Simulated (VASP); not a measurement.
# C (Fd-3m) in VASP: a series of runs

Runs on C. Level: PBE. Tasks: single point.

Program: VASP 6.6.1. These are calculated values, not measurements. Logs are shortened: lines on timing, memory, paths and dates and some standing lists are left out, and cuts for length are marked.

### Step 1. The cell of the first run

Symmetry: Fd-3m, No. 227, cubic system. The conventional cell has a = 3.607 Å, b = 3.607 Å, c = 3.607 Å, α = 90.00°, β = 90.00°, γ = 90.00°. Within 2.1 Å of C (site symmetry -43m) lie 4 C at 1.56 Å.

### Step 2. Single point, PBE (volume changed by +3%)

Input file INCAR:

```
SYSTEM = C
PREC     = Accurate       ! precision mode
ENCUT    = 600            ! plane-wave cutoff, eV
EDIFF    = 1E-6           ! SCF threshold, eV
ISMEAR   = 0              ! smearing method
SIGMA    = 0.01           ! smearing width, eV
LREAL    = .FALSE.        ! projectors in reciprocal space
LASPH    = .TRUE.         ! aspherical terms in the spheres
NELM     = 120            ! most SCF steps
ALGO     = Normal         ! electronic algorithm
ISIF     = 2              ! what is computed and relaxed
LWAVE    = .FALSE.        ! write WAVECAR
LCHARG   = .FALSE.        ! write CHGCAR
GGA      = PE             ! functional
NBANDS   = 11             ! bands
GGA_COMPAT= .FALSE.
```

Input file KPOINTS:

```
Automatic mesh
0
G
  10 10 10
  0 0 0
```

Input file POSCAR:

```
C
1.0
    0.0000000000      1.8034185754      1.8034185754
    1.8034185754      0.0000000000      1.8034185754
    1.8034185754      1.8034185754      0.0000000000
C
2
Direct
    0.0000000000      0.0000000000      0.0000000000
    0.2500000000      0.2500000000      0.2500000000
```

Potentials or basis: VASP PAW PBE potentials, release 64 (C).

Command:

```console
$ cat potpaw_PBE.64/C/POTCAR > POTCAR
$ mpirun -np 1 vasp_std > vasp.out
```

OUTCAR:

```text
SYSTEM = C
   PREC = Accurate
   ENCUT = 600
   EDIFF = 1E-6
   ISMEAR = 0
   LREAL = .FALSE.
   LASPH = .TRUE.
   NELM = 120
   ISIF = 2
   GGA = PE

 ion  position               nearest neighbor table
   1  0.000  0.000  0.000-   2 1.56   2 1.56   2 1.56   2 1.56
   2  0.250  0.250  0.250-   1 1.56   1 1.56   1 1.56   1 1.56

  LATTYP: Found a face centered cubic cell.
 ALAT       =     3.6068371508

  Lattice vectors:

 A1 = (   0.0000000000,   1.8034185754,   1.8034185754)
 A2 = (   1.8034185754,   0.0000000000,   1.8034185754)
 A3 = (   1.8034185754,   1.8034185754,   0.0000000000)

Analysis of symmetry for initial positions (statically):
=====================================================================
 Subroutine PRICEL returns:
 Original cell was already a primitive cell.

 Routine SETGRP: Setting up the symmetry group for a
 face centered cubic supercell.

 Subroutine GETGRP returns: Found 48 space group operations
 (whereof 24 operations were pure point group operations)
 out of a pool of 48 trial point group operations.

The static configuration has the point symmetry T_d .
 The point group associated with its full space group is O_h .

Analysis of symmetry for dynamics (positions and initial velocities):
=====================================================================
 Subroutine PRICEL returns:
 Original cell was already a primitive cell.

 Routine SETGRP: Setting up the symmetry group for a
 face centered cubic supercell.

 Subroutine GETGRP returns: Found 48 space group operations
 (whereof 24 operations were pure point group operations)
 out of a pool of 48 trial point group operations.

The dynamic configuration has the point symmetry T_d .
 The point group associated with its full space group is O_h .

 Subroutine INISYM returns: Found 48 space group operations
 (whereof 24 operations are pure point group operations),
 and found     1 'primitive' translations

----------------------------------------------------------------------------------------

                                     Primitive cell

  volume of cell :      11.7306

  direct lattice vectors                    reciprocal lattice vectors
[... 85 lines left out ...]
   ENCUT  =  600.0 eV  44.10 Ry    6.64 a.u.   5.09  5.09  5.09*2*pi/ulx,y,z
   NELM   =    120;   NELMIN=  2; NELMDL= -5     # of ELM steps
   EDIFF  = 0.1E-05   stopping-criterion for ELM
   LREAL  =      F    real-space projection
   EDIFFG = 0.1E-04   stopping-criterion for IOM
   NSW    =      0    number of steps for IOM
   IBRION =     -1    ionic relax: 0-MD 1-quasi-New 2-CG
   NFREE  =      0    steps in history (QN), initial steepest desc. (CG)
   ISIF   =      2    stress and relaxation
   ISYM   =      2    0-nonsym 1-usesym 2-fastsym
   POTIM  = 0.5000    time-step for ionic-motion
   TEBEG  =    0.0;   TEEND  =   0.0 temperature during run
   PSTRESS=    0.0 pullay stress
   NELECT =       8.0000    total number of electrons
   NUPDOWN=      -1.0000    fix difference up-down
   EMIN   =  10.00;   EMAX   =-10.00  energy-range for DOS
   EFERMI =   0.00;   METHOD = LEGACY
   ISMEAR =     0;   SIGMA  =   0.01  broadening in eV -4-tet -1-fermi 0-gaus
   EFERMI_NEDOS =   21; number of points for ismear=-14 and -15
   IALGO  =     38    algorithm
   IMIX   =      4    mixing-type and parameters
     AMIX     =   0.40;   BMIX     =  1.00
     AMIX_MAG =   1.60;   BMIX_MAG =  1.00
  volume/ion in A,a.u.               =       5.87        39.58
  Fermi-wavevector in a.u.,A,eV,Ry     =   1.441003  2.723101 28.252366  2.076490
  Thomas-Fermi vector in A             =   2.559684
   LORBIT       =      0    0 simple, 1 ext, 2 COOP (PROOUT), +10 PAW based schemes
   GGA     = PE    functional components
   LHFCALC =     F    Hartree Fock is set to
   AEXX    =    0.0000 exact exchange contribution
   IVDW    =     0    specifies the selected vdW correction
   LEPSILON=     F    determine dielectric tensor
   LRPA    =     F    only Hartree local field effects (RPA)
 non-spin polarized calculation
 Gauss-broadening in eV      SIGMA  =   0.01
  energy-cutoff  :      600.00
  volume of cell :       11.73
 maximum number of plane-waves:       399
   NGX = 11   NGY = 11   NGZ = 11

 number of electron       8.0000000 magnetization

 Free energy of the ion-electron system (eV)
  ---------------------------------------------------
  ext. energy  EPLUGINS =         0.00000000
  ---------------------------------------------------
  free energy    TOTEN  =       -18.17854227 eV

  energy without entropy =      -18.17854227  energy(sigma->0) =      -18.17854227

 E-fermi :   9.3003     XC(G=0): -13.0829

 val. band max:        9.2491478811   @ k =   0.0000   0.0000   0.0000
 cond. band min:      13.3479349831   @ k =   0.4000   0.4000   0.0000
 fundamental gap:      4.0987871020
 Fermi energy:         9.3002626093

 k-point     1 :       0.0000    0.0000    0.0000
  band No.  band energies     occupation
      1     -11.7819      2.00000
      2       9.2491      2.00000
      3       9.2491      2.00000
      4       9.2491      2.00000
      5      14.7474      0.00000
      6      14.7474      0.00000
      7      14.7474      0.00000
      8      21.8201      0.00000
      9      28.1214      0.00000
     10      35.4207      0.00000
     11      35.4207      0.00000
[... 309 lines left out ...]
 k-point    24 :       0.4000    0.3000    0.0000
  band No.  band energies     occupation
      1      -7.3017      2.00000
      2       1.3149      2.00000
      3       3.4539      2.00000
      4       4.0659      2.00000
      5      13.9526      0.00000
      6      17.1330      0.00000
      7      22.9448      0.00000
      8      22.9713      0.00000
      9      30.3374      0.00000
     10      31.6282      0.00000
     11      39.5021      0.00000

 [... further k-points ...]
[... 5 lines left out ...]
  --------------------------------------------------------------------------------------
  -------------------------------------------------------------------------------------
  Total       -0.8893211     -0.8893211     -0.8893211      0.0000000      0.0000000     -0.0000000
  in kB     -121.4645603   -121.4645603   -121.4645603      0.0000000      0.0000000     -0.0000000
  external PRESSURE =    -121.4645603 kB  Pullay stress =       0.0000000 kB

 VOLUME and BASIS-vectors are now :
 -----------------------------------------------------------------------------
  energy-cutoff  :      600.00
  volume of cell :       11.73
      direct lattice vectors                 reciprocal lattice vectors
     0.000000000  1.803418575  1.803418575    -0.277251220  0.277251220  0.277251220
     1.803418575  0.000000000  1.803418575     0.277251220 -0.277251220  0.277251220
     1.803418575  1.803418575  0.000000000     0.277251220  0.277251220 -0.277251220

 POSITION                                       TOTAL-FORCE (eV/Angst)
 -----------------------------------------------------------------------------------
      0.00000      0.00000      0.00000        -0.000000     -0.000000     -0.000000
      0.90171      0.90171      0.90171         0.000000      0.000000      0.000000
 -----------------------------------------------------------------------------------
    total drift:                                0.000000      0.000000      0.000000

  FREE ENERGIE OF THE ION-ELECTRON SYSTEM (eV)
  ---------------------------------------------------
  free  energy   TOTEN  =       -18.1785422700 eV

  energy  without entropy=      -18.1785422700  energy(sigma->0) =      -18.17854227
```

stdout:

```text
POSCAR found type information on POSCAR C
 POSCAR found :  1 types and       2 ions
 scaLAPACK will be used
 LDA part: xc-table for (Slater+PW92), standard interpolation
 POSCAR, INCAR and KPOINTS ok, starting setup
 FFT: planning ... GRIDC
 FFT: planning ... GRID_SOFT
 FFT: planning ... GRID
 WAVECAR not read
 entering main loop
```

Run time: 8.8 s. Hardware: 1 thread of Intel Xeon 8259CL, shared host; peak memory 0.12 GiB.

Results:

```yaml
Free_energy: -18.1785 eV
Pressure: -12.1 GPa
Band_gap_on_the_k_mesh: 4.10 eV, indirect (least direct gap 5.50 eV)
```

### Step 3. Single point, PBE (volume changed by +6%)

Input file INCAR:

```
PREC     = Accurate       # precision mode
ENCUT    = 600            # plane-wave cutoff, eV
EDIFF    = 1E-6           # SCF threshold, eV
ISMEAR   = 0              # smearing method
SIGMA    = 0.01           # smearing width, eV
LREAL    = F              # projectors in reciprocal space
LASPH    = T              # aspherical terms in the spheres
NELM     = 120            # most SCF steps
ALGO     = Normal         # electronic algorithm
ISIF     = 2              # what is computed and relaxed
LWAVE    = F              # write WAVECAR
LCHARG   = T              # write CHGCAR
GGA      = PE             # functional
LELF     = T              # ELF
LVHAR    = T            
NBANDS   = 11             # bands
GGA_COMPAT= F
```

Input file KPOINTS:

```
regular mesh
0
Gamma
  10 10 10
```

Input file POSCAR:

```
C
1.0
    0.0000000000      1.8207602025      1.8207602025
    1.8207602025      0.0000000000      1.8207602025
    1.8207602025      1.8207602025      0.0000000000
C
2
Direct
    0.0000000000      0.0000000000      0.0000000000
    0.2500000000      0.2500000000      0.2500000000
```

Potentials or basis: VASP PAW PBE potentials, release 64 (C).

Command:

```console
$ cat potpaw_PBE.64/C/POTCAR > POTCAR
$ mpirun -np 1 vasp_std > vasp.out
```

Wall time 10 s (1 thread of Intel Xeon 8259CL, shared host); peak memory 0.13 GiB.

It converged, with:

- Free energy: -18.1424 eV
- Pressure: -22.7 GPa
- Band gap on the k mesh: 4.04 eV, indirect (least direct gap 5.42 eV)

Levels at points of the mesh, in eV from the valence-band top:
```csv
k point,band 2,band 3,band 4,band 5,band 6,band 7
"(0.00, 0.00, 0.00)",0.00,0.00,0.00,5.42,5.42,5.42
"(0.50, 0.00, 0.00)",-12.70,-2.64,-2.64,8.02,8.20,8.20
"(0.50, 0.50, 0.00)",-12.34,-5.93,-5.93,4.63,4.63,15.88
```
